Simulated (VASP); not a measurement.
# Au (Fd-3m) in VASP: single point with PBE

Aim: the single point of Au with PBE.

All numbers are computed with VASP 6.6.1; they aren't measurements. Logs are shortened: lines on timing, memory, paths and dates and some standing lists are left out, and cuts for length are marked.

## 1. The cell of the first run

The structure is cubic, space group Fd-3m (No. 227). Conventional cell: a = 5.641 Å, b = 5.641 Å, c = 5.641 Å, α = 90.00°, β = 90.00°, γ = 90.00°. Within 3.2 Å of Au (site symmetry -43m) lie 4 Au at 2.44 Å.

## 2. Single point, PBE

The input, INCAR:

```
SYSTEM = Au
ALGO     = Normal         ! electronic algorithm
EDIFF    = 1E-6           ! SCF threshold, eV
ENCUT    = 520            ! plane-wave cutoff, eV
GGA      = PE             ! functional
ISIF     = 2              ! what is computed and relaxed
ISMEAR   = -1             ! smearing method
LASPH    = .TRUE.         ! aspherical terms in the spheres
LCHARG   = .FALSE.        ! write CHGCAR
LREAL    = .FALSE.        ! projectors in reciprocal space
LWAVE    = .FALSE.        ! write WAVECAR
NBANDS   = 18             ! bands
NELM     = 100            ! most SCF steps
PREC     = Accurate       ! precision mode
SIGMA    = 0.05           ! smearing width, eV
```

The input, KPOINTS:

```
k-points
0
G
  9 9 9
  0 0 0
```

The input, POSCAR:

```
Au
1.0
    0.0000000000      2.8206487953      2.8206487953
    2.8206487953      0.0000000000      2.8206487953
    2.8206487953      2.8206487953      0.0000000000
Au
2
Direct
   -0.1250000000     -0.1250000000     -0.1250000000
    0.1250000000      0.1250000000      0.1250000000
```

Potentials or basis: VASP PAW PBE potentials, release 64 (Au).

Started as:

```sh
$ cat potpaw_PBE.64/Au/POTCAR > POTCAR
$ mpirun -np 1 vasp_std > vasp.out
```

OUTCAR:

```text
SYSTEM = Au
   EDIFF = 1E-6
   ENCUT = 520
   GGA = PE
   ISIF = 2
   ISMEAR = -1
   LASPH = .TRUE.
   LREAL = .FALSE.
   NELM = 100
   PREC = Accurate

 ion  position               nearest neighbor table
   1  0.875  0.875  0.875-   2 2.44   2 2.44   2 2.44   2 2.44
   2  0.125  0.125  0.125-   1 2.44   1 2.44   1 2.44   1 2.44

  LATTYP: Found a face centered cubic cell.
 ALAT       =     5.6412975906

  Lattice vectors:

 A1 = (   0.0000000000,   2.8206487953,   2.8206487953)
 A2 = (   2.8206487953,   0.0000000000,   2.8206487953)
 A3 = (   2.8206487953,   2.8206487953,   0.0000000000)

Analysis of symmetry for initial positions (statically):
=====================================================================
 Subroutine PRICEL returns:
 Original cell was already a primitive cell.

 Routine SETGRP: Setting up the symmetry group for a
 face centered cubic supercell.

 Subroutine GETGRP returns: Found 48 space group operations
 (whereof 12 operations were pure point group operations)
 out of a pool of 48 trial point group operations.

The static configuration has the point symmetry D_3d.
 The point group associated with its full space group is O_h .

Analysis of symmetry for dynamics (positions and initial velocities):
=====================================================================
 Subroutine PRICEL returns:
 Original cell was already a primitive cell.

 Routine SETGRP: Setting up the symmetry group for a
 face centered cubic supercell.

 Subroutine GETGRP returns: Found 48 space group operations
 (whereof 12 operations were pure point group operations)
 out of a pool of 48 trial point group operations.

The dynamic configuration has the point symmetry D_3d.
 The point group associated with its full space group is O_h .

 Subroutine INISYM returns: Found 48 space group operations
 (whereof 12 operations are pure point group operations),
 and found     1 'primitive' translations

----------------------------------------------------------------------------------------

                                     Primitive cell

  volume of cell :      44.8825

  direct lattice vectors                    reciprocal lattice vectors
     0.000000000  2.820648795  2.820648795    -0.177264182  0.177264182  0.177264182
     2.820648795  0.000000000  2.820648795     0.177264182 -0.177264182  0.177264182
     2.820648795  2.820648795  0.000000000     0.177264182  0.177264182 -0.177264182

  length of vectors
     3.988999781  3.988999781  3.988999781     0.307030569  0.307030569  0.307030569

  position of ions in fractional coordinates (direct lattice)
     0.875000000  0.875000000  0.875000000
     0.125000000  0.125000000  0.125000000

  ion indices of the primitive-cell ions
   primitive index   ion index
                 1           1
                 2           2

----------------------------------------------------------------------------------------

 KPOINTS: k-points

Automatic generation of k-mesh.
 Grid dimensions read from file:
 generate k-points for:    9    9    9

 Generating k-lattice:

  Cartesian coordinates                     Fractional coordinates (reciprocal lattice)
    -0.019696020  0.019696020  0.019696020     0.111111111  0.000000000  0.000000000
     0.019696020 -0.019696020  0.019696020     0.000000000  0.111111111  0.000000000
     0.019696020  0.019696020 -0.019696020     0.000000000  0.000000000  0.111111111

  Length of vectors
     0.034114508  0.034114508  0.034114508

  Shift w.r.t. Gamma in fractional coordinates (k-lattice)
     0.000000000  0.000000000  0.000000000

 Subroutine IBZKPT returns following result:
 ===========================================

 Found     35 irreducible k-points:

 Following reciprocal coordinates:
            Coordinates               Weight
  0.000000  0.000000  0.000000      1.000000
  0.111111  0.000000  0.000000      8.000000
  0.222222  0.000000  0.000000      8.000000
  0.333333  0.000000  0.000000      8.000000
  0.444444  0.000000  0.000000      8.000000
  0.111111  0.111111  0.000000      6.000000
[... 16 lines left out ...]
 -0.333333  0.333333  0.000000     12.000000
  0.444444  0.444444  0.000000      6.000000
 [... further k-points ...]
   k-points           NKPTS =     35   k-points in BZ     NKDIM =     35   number of bands    NBANDS=     18
   number of dos      NEDOS =    301   number of ions     NIONS =      2
   total plane-waves  NPLWV =  27000
   dimension x,y,z NGX =    30 NGY =   30 NGZ =   30
   dimension x,y,z NGXF=    60 NGYF=   60 NGZF=   60
   ions per type =               2
   NGX,Y,Z   is equivalent  to a cutoff of  12.50, 12.50, 12.50 a.u.
   NGXF,Y,Z  is equivalent  to a cutoff of  25.01, 25.01, 25.01 a.u.
 SYSTEM =  Au
   PREC   = accura    normal or accurate (medium, high low for compatibility)
   ISTART =      0    job   : 0-new  1-cont  2-samecut
   ICHARG =      2    charge: 1-file 2-atom 10-const
   ISPIN  =      1    spin polarized calculation?
   LNONCOLLINEAR =      F non collinear calculations
   LSORBIT =      F    spin-orbit coupling
   LASPH  =      T    aspherical Exc in radial PAW
   ENCUT  =  520.0 eV  38.22 Ry    6.18 a.u.   7.42  7.42  7.42*2*pi/ulx,y,z
   NELM   =    100;   NELMIN=  2; NELMDL= -5     # of ELM steps
   EDIFF  = 0.1E-05   stopping-criterion for ELM
   LREAL  =      F    real-space projection
   EDIFFG = 0.1E-04   stopping-criterion for IOM
   NSW    =      0    number of steps for IOM
   IBRION =     -1    ionic relax: 0-MD 1-quasi-New 2-CG
   NFREE  =      0    steps in history (QN), initial steepest desc. (CG)
   ISIF   =      2    stress and relaxation
   ISYM   =      2    0-nonsym 1-usesym 2-fastsym
   POTIM  = 0.5000    time-step for ionic-motion
   TEBEG  =    0.0;   TEEND  =   0.0 temperature during run
   PSTRESS=    0.0 pullay stress
   NELECT =      22.0000    total number of electrons
   NUPDOWN=      -1.0000    fix difference up-down
   EMIN   =  10.00;   EMAX   =-10.00  energy-range for DOS
   EFERMI =   0.00;   METHOD = LEGACY
   ISMEAR =    -1;   SIGMA  =   0.05  broadening in eV -4-tet -1-fermi 0-gaus
   EFERMI_NEDOS =   21; number of points for ismear=-14 and -15
   IALGO  =     38    algorithm
   IMIX   =      4    mixing-type and parameters
     AMIX     =   0.40;   BMIX     =  1.00
     AMIX_MAG =   1.60;   BMIX_MAG =  1.00
  volume/ion in A,a.u.               =      22.44       151.44
  Fermi-wavevector in a.u.,A,eV,Ry     =   1.290793  2.439246 22.669312  1.666147
  Thomas-Fermi vector in A             =   2.422603
   LORBIT       =      0    0 simple, 1 ext, 2 COOP (PROOUT), +10 PAW based schemes
   GGA     = PE    functional components
   LHFCALC =     F    Hartree Fock is set to
   AEXX    =    0.0000 exact exchange contribution
   IVDW    =     0    specifies the selected vdW correction
   LEPSILON=     F    determine dielectric tensor
   LRPA    =     F    only Hartree local field effects (RPA)
 non-spin polarized calculation
  energy-cutoff  :      520.00
  volume of cell :       44.88
 maximum number of plane-waves:      1243
 NGX is ok and might be reduce to    30
   NGX = 15   NGY = 15   NGZ = 15

 number of electron      21.9999995 magnetization

 Free energy of the ion-electron system (eV)
  ---------------------------------------------------
  ext. energy  EPLUGINS =         0.00000000
  ---------------------------------------------------
  free energy    TOTEN  =        -4.08243983 eV

  energy without entropy =       -4.07713807  energy(sigma->0) =       -4.07978895

 E-fermi :   5.6182     XC(G=0): -10.7266

 val. band max:        5.5418501658   @ k =  -0.4444   0.1111   0.0000
 cond. band min:       5.9499881264   @ k =  -0.3333   0.4444   0.1111
 fundamental gap:      0.4081379606
 Fermi energy:         5.6181667952

 k-point     1 :       0.0000    0.0000    0.0000
  band No.  band energies     occupation
      1      -2.0739      2.00000
      2       0.1346      2.00000
      3       0.1346      2.00000
      4       0.2604      2.00000
      5       0.2604      2.00000
      6       0.2604      2.00000
[... 10 lines left out ...]
     17      18.0124      0.00000
     18      18.0124      0.00000

 k-point     2 :       0.1111    0.0000    0.0000
  band No.  band energies     occupation
      1      -1.8884      2.00000
      2      -0.0178      2.00000
      3      -0.0178      2.00000
      4       0.2454      2.00000
      5       0.4703      2.00000
      6       0.4703      2.00000
[... 10 lines left out ...]
     17      18.6842      0.00000
     18      18.9391      0.00000

 k-point     3 :       0.2222    0.0000    0.0000
  band No.  band energies     occupation
      1      -1.3887      2.00000
      2      -0.1025      2.00000
      3      -0.1025      2.00000
      4       0.2111      2.00000
      5       0.6621      2.00000
      6       0.6621      2.00000
[... 10 lines left out ...]
     17      18.9130      0.00000
     18      18.9163      0.00000

 k-point     4 :       0.3333    0.0000    0.0000
  band No.  band energies     occupation
      1      -0.7830      2.00000
      2      -0.0604      2.00000
      3      -0.0604      2.00000
      4       0.1696      2.00000
      5       0.6588      2.00000
      6       0.6588      2.00000
[... 375 lines left out ...]
      4       0.2709      2.00000
      5       1.1693      2.00000
      6       1.6006      2.00000
[... 10 lines left out ...]
     17      21.6142      0.00000
     18      22.8843      0.00000

 k-point    23 :      -0.3333    0.3333    0.0000
  band No.  band energies     occupation
      1      -0.5151      2.00000
      2      -0.1150      2.00000
      3       0.0992      2.00000
      4       0.2348      2.00000
      5       0.8996      2.00000
      6       1.6764      2.00000
[... 10 lines left out ...]
     17      20.8586      0.00000
     18      21.0235      0.00000

 k-point    24 :       0.4444    0.4444    0.0000
  band No.  band energies     occupation
      1      -0.4211      2.00000
      2      -0.0844      2.00000
      3       0.1018      2.00000
      4       0.1018      2.00000
      5       1.2161      2.00000
      6       1.5927      2.00000
[... 10 lines left out ...]
     17      24.6156      0.00000
     18      24.6157      0.00000

 [... further k-points ...]
[... 5 lines left out ...]
  --------------------------------------------------------------------------------------
  -------------------------------------------------------------------------------------
  Total        8.3103425      8.3103425      8.3103425      0.0000000      0.0000000      0.0000000
  in kB      296.6555413    296.6555413    296.6555413      0.0000000      0.0000000      0.0000000
  external PRESSURE =     296.6555413 kB  Pullay stress =       0.0000000 kB

 VOLUME and BASIS-vectors are now :
 -----------------------------------------------------------------------------
  energy-cutoff  :      520.00
  volume of cell :       44.88
      direct lattice vectors                 reciprocal lattice vectors
     0.000000000  2.820648795  2.820648795    -0.177264182  0.177264182  0.177264182
     2.820648795  0.000000000  2.820648795     0.177264182 -0.177264182  0.177264182
     2.820648795  2.820648795  0.000000000     0.177264182  0.177264182 -0.177264182

 POSITION                                       TOTAL-FORCE (eV/Angst)
 -----------------------------------------------------------------------------------
      4.93614      4.93614      4.93614        -0.000000     -0.000000     -0.000000
      0.70516      0.70516      0.70516         0.000000      0.000000      0.000000
 -----------------------------------------------------------------------------------
    total drift:                               -0.000000      0.000000      0.000000

  FREE ENERGIE OF THE ION-ELECTRON SYSTEM (eV)
  ---------------------------------------------------
  free  energy   TOTEN  =        -4.0824398346 eV

  energy  without entropy=       -4.0771380660  energy(sigma->0) =       -4.07978895
```

It took 17 s on 1 thread of Intel Xeon Platinum 8488C (Sapphire Rapids), shared host; peak memory 0.17 GiB.

Results:

```
Free energy            : -4.0824 eV
Pressure               : 29.7 GPa
Band gap on the k mesh : zero (band 11 reaches 6.07 eV, above the bottom of band 12 at 5.52 eV)
```

Levels at points of the mesh, in eV from the Fermi level:
```
           k point  band 9  band 10  band 11  band 12  band 13  band 14
(0.00, 0.00, 0.00)   -2.84    -1.19    -1.19    10.47    10.63    11.52
```

Caveat: spin-orbit coupling is left out, which moves the levels of the heavy elements.
